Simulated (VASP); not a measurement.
# Mg (I4/mmm) in VASP: a series of runs

Mg is run at these levels: PBEsol; tasks: single point, relaxation of cell and atoms.

Program: VASP 6.6.1. These are calculated values, not measurements. Logs are shortened: lines on timing, memory, paths and dates and some standing lists are left out, and cuts for length are marked.

## Step 1: The cell of the first run

It takes space group I4/mmm (No. 139, tetragonal). The conventional cell has a = 3.606 Å, b = 3.606 Å, c = 3.431 Å, α = 90.00°, β = 90.00°, γ = 90.00°. Mg (site symmetry 4/mmm) has 14 Mg at 3.07 to 3.61 Å within 4.0 Å.

## Step 2: Single point, PBEsol

Input file INCAR:

```
SYSTEM = Mg
ALGO = Fast
EDIFF = 1E-6
ENCUT = 520
GGA = PS
ISIF = 2
ISMEAR = 0
LASPH = .TRUE.
LCHARG = .FALSE.
LREAL = .FALSE.
LWAVE = .FALSE.
NBANDS = 7
NELM = 80
PREC = Accurate
SIGMA = 0.1
```

Input file KPOINTS:

```
k-points
0
G
  10 10 10
  0 0 0
```

Input file POSCAR:

```
Mg
1.0
   -1.8028153796      1.8028153796      1.7157075649
    1.8028153796     -1.8028153796      1.7157075649
    1.8028153796      1.8028153796     -1.7157075649
Mg
1
Direct
    0.0000000000      0.0000000000      0.0000000000
```

Potentials or basis: VASP PAW PBE potentials, release 64 (Mg).

Run with:

```bash
$ cat potpaw_PBE.64/Mg/POTCAR > POTCAR
$ mpirun -np 1 vasp_std > vasp.out
```

OUTCAR:

```text
SYSTEM = Mg
   EDIFF = 1E-6
   ENCUT = 520
   GGA = PS
   ISIF = 2
   ISMEAR = 0
   LASPH = .TRUE.
   LREAL = .FALSE.
   NELM = 80
   PREC = Accurate

 ion  position               nearest neighbor table
   1  0.000  0.000  0.000-

  LATTYP: Found a body centered tetragonal cell.
 ALAT       =     3.6056307592
 C/A-ratio  =     0.9516823432

  Lattice vectors:

 A1 = (  -1.8028153796,   1.8028153796,   1.7157075649)
 A2 = (   1.8028153796,  -1.8028153796,   1.7157075649)
 A3 = (   1.8028153796,   1.8028153796,  -1.7157075649)

Analysis of symmetry for initial positions (statically):
=====================================================================
 Subroutine PRICEL returns:
 Original cell was already a primitive cell.

 Routine SETGRP: Setting up the symmetry group for a
 body centered tetragonal supercell.

 Subroutine GETGRP returns: Found 16 space group operations
 (whereof 16 operations were pure point group operations)
 out of a pool of 16 trial point group operations.

The static configuration has the point symmetry D_4h.

Analysis of symmetry for dynamics (positions and initial velocities):
=====================================================================
 Subroutine PRICEL returns:
 Original cell was already a primitive cell.

 Routine SETGRP: Setting up the symmetry group for a
 body centered tetragonal supercell.

 Subroutine GETGRP returns: Found 16 space group operations
 (whereof 16 operations were pure point group operations)
 out of a pool of 16 trial point group operations.

The dynamic configuration has the point symmetry D_4h.

 Subroutine INISYM returns: Found 16 space group operations
 (whereof 16 operations are pure point group operations),
 and found     1 'primitive' translations

----------------------------------------------------------------------------------------

                                     Primitive cell

  volume of cell :      22.3052

  direct lattice vectors                    reciprocal lattice vectors
    -1.802815380  1.802815380  1.715707565     0.000000000  0.277343984  0.291424955
     1.802815380 -1.802815380  1.715707565     0.277343984  0.000000000  0.291424955
     1.802815380  1.802815380 -1.715707565     0.277343984  0.277343984  0.000000000

  length of vectors
     3.073099255  3.073099255  3.073099255     0.402303604  0.402303604  0.392223624

  position of ions in fractional coordinates (direct lattice)
     0.000000000  0.000000000  0.000000000

  ion indices of the primitive-cell ions
   primitive index   ion index
                 1           1

----------------------------------------------------------------------------------------

 KPOINTS: k-points

Automatic generation of k-mesh.
 Grid dimensions read from file:
 generate k-points for:   10   10   10

 Generating k-lattice:

  Cartesian coordinates                     Fractional coordinates (reciprocal lattice)
     0.000000000  0.027734398  0.029142496     0.100000000  0.000000000 -0.000000000
     0.027734398  0.000000000  0.029142496     0.000000000  0.100000000 -0.000000000
     0.027734398  0.027734398  0.000000000     0.000000000  0.000000000  0.100000000

  Length of vectors
     0.040230360  0.040230360  0.039222362

  Shift w.r.t. Gamma in fractional coordinates (k-lattice)
     0.000000000  0.000000000  0.000000000

 Subroutine IBZKPT returns following result:
 ===========================================

 Found    102 irreducible k-points:

 Following reciprocal coordinates:
            Coordinates               Weight
  0.000000  0.000000  0.000000      1.000000
  0.100000 -0.000000  0.000000      8.000000
  0.200000 -0.000000  0.000000      8.000000
  0.300000  0.000000 -0.000000      8.000000
  0.400000  0.000000  0.000000      8.000000
  0.500000  0.000000 -0.000000      4.000000
[... 16 lines left out ...]
  0.300000  0.300000 -0.000000      8.000000
  0.400000  0.300000 -0.000000     16.000000
 [... further k-points ...]
   k-points           NKPTS =    102   k-points in BZ     NKDIM =    102   number of bands    NBANDS=      7
   number of dos      NEDOS =    301   number of ions     NIONS =      1
   total plane-waves  NPLWV =  13824
   dimension x,y,z NGX =    24 NGY =   24 NGZ =   24
   dimension x,y,z NGXF=    48 NGYF=   48 NGZF=   48
   ions per type =               1
   NGX,Y,Z   is equivalent  to a cutoff of  12.98, 12.98, 12.98 a.u.
   NGXF,Y,Z  is equivalent  to a cutoff of  25.97, 25.97, 25.97 a.u.
 SYSTEM =  Mg
   PREC   = accura    normal or accurate (medium, high low for compatibility)
   ISTART =      0    job   : 0-new  1-cont  2-samecut
   ICHARG =      2    charge: 1-file 2-atom 10-const
   ISPIN  =      1    spin polarized calculation?
   LNONCOLLINEAR =      F non collinear calculations
   LSORBIT =      F    spin-orbit coupling
   LASPH  =      T    aspherical Exc in radial PAW
   ENCUT  =  520.0 eV  38.22 Ry    6.18 a.u.   5.71  5.71  5.71*2*pi/ulx,y,z
   NELM   =     80;   NELMIN=  2; NELMDL= -5     # of ELM steps
   EDIFF  = 0.1E-05   stopping-criterion for ELM
   LREAL  =      F    real-space projection
   EDIFFG = 0.1E-04   stopping-criterion for IOM
   NSW    =      0    number of steps for IOM
   IBRION =     -1    ionic relax: 0-MD 1-quasi-New 2-CG
   NFREE  =      0    steps in history (QN), initial steepest desc. (CG)
   ISIF   =      2    stress and relaxation
   ISYM   =      2    0-nonsym 1-usesym 2-fastsym
   POTIM  = 0.5000    time-step for ionic-motion
   TEBEG  =    0.0;   TEEND  =   0.0 temperature during run
   PSTRESS=    0.0 pullay stress
   NELECT =       2.0000    total number of electrons
   NUPDOWN=      -1.0000    fix difference up-down
   EMIN   =  10.00;   EMAX   =-10.00  energy-range for DOS
   EFERMI =   0.00;   METHOD = LEGACY
   ISMEAR =     0;   SIGMA  =   0.10  broadening in eV -4-tet -1-fermi 0-gaus
   EFERMI_NEDOS =   21; number of points for ismear=-14 and -15
   IALGO  =     68    algorithm
   IMIX   =      4    mixing-type and parameters
     AMIX     =   0.40;   BMIX     =  1.00
     AMIX_MAG =   1.60;   BMIX_MAG =  1.00
  volume/ion in A,a.u.               =      22.31       150.52
  Fermi-wavevector in a.u.,A,eV,Ry     =   0.732739  1.384677  7.305065  0.536907
  Thomas-Fermi vector in A             =   1.825277
   LORBIT       =      0    0 simple, 1 ext, 2 COOP (PROOUT), +10 PAW based schemes
   GGA     = PS    functional components
   LHFCALC =     F    Hartree Fock is set to
   AEXX    =    0.0000 exact exchange contribution
   IVDW    =     0    specifies the selected vdW correction
   LEPSILON=     F    determine dielectric tensor
   LRPA    =     F    only Hartree local field effects (RPA)
 non-spin polarized calculation
 RMM-DIIS sequential band-by-band and
 Gauss-broadening in eV      SIGMA  =   0.10
  energy-cutoff  :      520.00
  volume of cell :       22.31
 maximum number of plane-waves:       619
   NGX = 11   NGY = 11   NGZ = 11

 number of electron       2.0000000 magnetization

 Free energy of the ion-electron system (eV)
  ---------------------------------------------------
  ext. energy  EPLUGINS =         0.00000000
  ---------------------------------------------------
  free energy    TOTEN  =        -1.70075368 eV

  energy without entropy =       -1.69921071  energy(sigma->0) =       -1.69998219

 E-fermi :   2.8951     XC(G=0):  -8.6269

 val. band max:        2.8308168045   @ k =  -0.4000   0.4000   0.4000
 cond. band min:       2.9481634855   @ k =  -0.4000  -0.4000   0.1000
 fundamental gap:      0.1173466810
 Fermi energy:         2.8951191371

 k-point     1 :       0.0000    0.0000    0.0000
  band No.  band energies     occupation
      1      -4.3076      2.00000
      2      15.2984      0.00000
      3      16.3194      0.00000
      4      16.3194      0.00000
      5      17.4466      0.00000
      6      17.8164      0.00000
      7      17.8164      0.00000

 k-point     2 :       0.1000   -0.0000    0.0000
  band No.  band energies     occupation
      1      -4.0635      2.00000
      2      13.9225      0.00000
      3      14.3782      0.00000
      4      15.2561      0.00000
      5      16.0226      0.00000
      6      17.2386      0.00000
      7      18.5219      0.00000

 k-point     3 :       0.2000   -0.0000    0.0000
  band No.  band energies     occupation
      1      -3.3351      2.00000
      2      10.3812      0.00000
      3      13.0915      0.00000
      4      13.8562      0.00000
      5      14.6580      0.00000
      6      16.1618      0.00000
      7      19.2429      0.00000

 k-point     4 :       0.3000    0.0000   -0.0000
  band No.  band energies     occupation
      1      -2.1339      2.00000
      2       7.1000      0.00000
      3      12.0681      0.00000
      4      12.8360      0.00000
      5      13.6481      0.00000
      6      15.2274      0.00000
      7      20.1534      0.00000

 k-point     5 :       0.4000    0.0000    0.0000
  band No.  band energies     occupation
      1      -0.4817      2.00000
      2       4.1926      0.00000
      3      11.4228      0.00000
      4      12.2370      0.00000
      5      13.0409      0.00000
      6      14.5942      0.00000
      7      21.3242      0.00000
[... 161 lines left out ...]
 k-point    22 :      -0.2000    0.2000    0.0000
  band No.  band energies     occupation
      1      -3.3830      2.00000
      2       9.6731      0.00000
      3      14.0338      0.00000
      4      14.4011      0.00000
      5      15.6215      0.00000
      6      16.0895      0.00000
      7      18.5953      0.00000

 k-point    23 :       0.3000    0.3000   -0.0000
  band No.  band energies     occupation
      1       2.1006      2.00000
      2       3.8039      0.00000
      3       4.7128      0.00000
      4      11.0199      0.00000
      5      16.6938      0.00000
      6      17.4903      0.00000
      7      20.7827      0.00000

 k-point    24 :       0.4000    0.3000   -0.0000
  band No.  band energies     occupation
      1       1.8243      2.00000
      2       3.8374      0.00000
      3       4.9455      0.00000
      4      11.1610      0.00000
      5      16.9014      0.00000
      6      18.4383      0.00000
      7      19.4124      0.00000

 [... further k-points ...]

------------------------ aborting loop because EDIFF is reached ----------------------------------------

  FORCE on cell =-STRESS in cart. coord.  units (eV):
  Direction    XX          YY          ZZ          XY          YZ          ZX
  --------------------------------------------------------------------------------------
  -------------------------------------------------------------------------------------
  Total        0.0501549      0.0501549      0.0618580      0.0000000      0.0000000      0.0000000
  in kB        3.6026210      3.6026210      4.4432478      0.0000000      0.0000000      0.0000000
  external PRESSURE =       3.8828300 kB  Pullay stress =       0.0000000 kB

 VOLUME and BASIS-vectors are now :
 -----------------------------------------------------------------------------
  energy-cutoff  :      520.00
  volume of cell :       22.31
      direct lattice vectors                 reciprocal lattice vectors
    -1.802815380  1.802815380  1.715707565     0.000000000  0.277343984  0.291424955
     1.802815380 -1.802815380  1.715707565     0.277343984  0.000000000  0.291424955
     1.802815380  1.802815380 -1.715707565     0.277343984  0.277343984  0.000000000

 POSITION                                       TOTAL-FORCE (eV/Angst)
 -----------------------------------------------------------------------------------
      0.00000      0.00000      0.00000         0.000000      0.000000     -0.000000
 -----------------------------------------------------------------------------------
    total drift:                                0.000000     -0.000000      0.000000

  FREE ENERGIE OF THE ION-ELECTRON SYSTEM (eV)
  ---------------------------------------------------
  free  energy   TOTEN  =        -1.7007536754 eV

  energy  without entropy=       -1.6992107089  energy(sigma->0) =       -1.69998219
```

It took 9.3 s on 1 thread of Intel Xeon 8259CL, shared host; peak memory 0.14 GiB.

Results:

```
Free energy            : -1.7008 eV
Pressure               : 0.4 GPa
Band gap on the k mesh : zero (bands 1 and 2 overlap by 4.69 eV)
```

Caveat: the PAW data sets were made with another functional, which shifts forces and pressure a little.

## Step 3: Relaxation of cell and atoms, PBEsol

This run uses another cell than the first one, of 12.99 Å³/atom.

Input file INCAR:

```
ALGO = Normal
EDIFF = 1E-7
EDIFFG = -0.05
ENCUT = 600
GGA = PS
IBRION = 2
ISIF = 3
ISMEAR = 0
LASPH = True
LCHARG = False
LREAL = False
LWAVE = False
NELM = 80
NSW = 80
PREC = Accurate
SIGMA = 0.1
```

Input file KPOINTS:

```
k-points
0
Gamma
  10 10 10
```

Input file POSCAR:

```
Mg
1.0
   -1.5109919964      1.5109919964      1.4220273727
    1.5109919964     -1.5109919964      1.4220273727
    1.5109919964      1.5109919964     -1.4220273727
Mg
1
Direct
    0.0000000000      0.0000000000      0.0000000000
```

Potentials or basis: VASP PAW PBE potentials, release 64 (Mg).

Run with:

```bash
$ cat potpaw_PBE.64/Mg/POTCAR > POTCAR
$ mpirun -np 1 vasp_std > vasp.out
```

OUTCAR:

```text
EDIFF = 1E-7
   EDIFFG = -0.05
   ENCUT = 600
   GGA = PS
   IBRION = 2
   ISIF = 3
   ISMEAR = 0
   LASPH = True
   LREAL = False
   NELM = 80
   NSW = 80
   PREC = Accurate

 ion  position               nearest neighbor table
   1  0.000  0.000  0.000-

  LATTYP: Found a body centered tetragonal cell.
 ALAT       =     3.0219839928
 C/A-ratio  =     0.9411217108

  Lattice vectors:

 A1 = (  -1.5109919964,   1.5109919964,   1.4220273727)
 A2 = (   1.5109919964,  -1.5109919964,   1.4220273727)
 A3 = (   1.5109919964,   1.5109919964,  -1.4220273727)

Analysis of symmetry for initial positions (statically):
=====================================================================
 Subroutine PRICEL returns:
 Original cell was already a primitive cell.

 Routine SETGRP: Setting up the symmetry group for a
 body centered tetragonal supercell.

[... 169 lines left out ...]

 val. band max:        6.4331258177   @ k =   0.5000   0.4000   0.0000
 cond. band min:       6.4873946675   @ k =   0.4000   0.2000   0.0000
 fundamental gap:      0.0542688498
 Fermi energy:         6.4744440778

 k-point     1 :       0.0000    0.0000    0.0000
  band No.  band energies     occupation
      1      -3.3616      2.00000
      2      22.6066      0.00000
      3      24.4237      0.00000
      4      24.4237      0.00000
      5      25.5636      0.00000
[... 288 lines left out ...]
--------------------------------------- Ionic step        4  -------------------------------------------

 number of electron       2.0000000 magnetization

 Free energy of the ion-electron system (eV)
  ---------------------------------------------------
  ext. energy  EPLUGINS =         0.00000000
  ---------------------------------------------------
  free energy    TOTEN  =        -1.70080966 eV

  energy without entropy =       -1.69933641  energy(sigma->0) =       -1.70007303

 E-fermi :   2.8220     XC(G=0):  -8.5858

 val. band max:        2.7526755264   @ k =  -0.4000   0.4000   0.4000
 cond. band min:       2.8617097138   @ k =  -0.4000  -0.4000   0.1000
 fundamental gap:      0.1090341874
 Fermi energy:         2.8220057285

 k-point     1 :       0.0000    0.0000    0.0000
  band No.  band energies     occupation
      1      -4.3194      2.00000
      2      15.1170      0.00000
      3      16.1798      0.00000
      4      16.1798      0.00000
      5      17.2537      0.00000
[... 212 lines left out ...]
  FREE ENERGIE OF THE ION-ELECTRON SYSTEM (eV)
  ---------------------------------------------------
  free  energy   TOTEN  =        -1.7008096568 eV

  energy  without entropy=       -1.6993364131  energy(sigma->0) =       -1.70007303

 reached required accuracy - stopping structural energy minimisation
```

OSZICAR:

```text
N       E                     dE             d eps       ncg     rms          rms(c)
DAV:   1     0.112304148851E+01    0.11230E+01   -0.98824E+02  1135   0.330E+02
DAV:   2    -0.600761502446E+00   -0.17238E+01   -0.16028E+01  1360   0.244E+01
[... 26 lines left out ...]
   3 F= -.16989587E+01 E0= -.16982263E+01  d E =-.113065E+01
       N       E                     dE             d eps       ncg     rms          rms(c)
DAV:   1    -0.170086619290E+01   -0.19075E-02   -0.15123E-02  1240   0.666E-01    0.395E-02
DAV:   2    -0.170083719322E+01    0.29000E-04   -0.65718E-05  1185   0.657E-02    0.253E-02
DAV:   3    -0.170080958593E+01    0.27607E-04   -0.27544E-06  1320   0.122E-02    0.119E-03
DAV:   4    -0.170080965680E+01   -0.70866E-07   -0.36172E-08  1035   0.131E-03
   4 F= -.17008097E+01 E0= -.17000730E+01  d E =-.113250E+01
```

CONTCAR:

```text
Mg
   1.00000000000000
    -1.8121005026287322    1.8121005026287322    1.7203571705825156
     1.8121005026287322   -1.8121005026287322    1.7203571705825156
     1.8121005026287322    1.8121005026287322   -1.7203571705825156
  Mg
     1
Direct
     1.0000000000000000    0.0000000000000000    0.0000000000000000

  0.00000000E+00  0.00000000E+00  0.00000000E+00
```

Run time: 28 s. Hardware: 1 thread of Intel Xeon 8259CL, shared host; peak memory 0.15 GiB.

Results:

| Item | Value |
| --- | --- |
| Free energy | -1.7008 eV |
| Relaxed volume | 22.60 Å³/atom |
| Relaxed cell | a = 3.087 Å, b = 3.087 Å, c = 3.087 Å, α = 108.10°, β = 108.10°, γ = 112.25° |
| Space group after relaxing (to 0.1 Å) | I4/mmm (No. 139) |
| Energy gained by relaxing | 1132.5 meV/atom |
| Ionic steps | 4 |
| Pressure after relaxing | -0.1 GPa |
| Band gap on the k mesh | zero (bands 1 and 2 overlap by 4.65 eV) |

The path:
```csv
step,energy change (eV),largest force (eV/Å),pressure (GPa),volume (Å³)
1,0.0000,0.0000,59.80,12.99
2,-1.1172,0.0000,-2.49,24.39
3,-1.1306,0.0000,1.03,21.95
4,-1.1325,0.0000,-0.09,22.60
```

Final structure:
```
Mg
1.0
    -1.81210    1.81210    1.72036
     1.81210   -1.81210    1.72036
     1.81210    1.81210   -1.72036
Mg
1
Direct
  0.00000 0.00000 0.00000
```

Caveat: the volume moved by over 15 % at a fixed basis, so the end points are rough; the PAW data sets were made with another functional, which shifts forces and pressure a little.
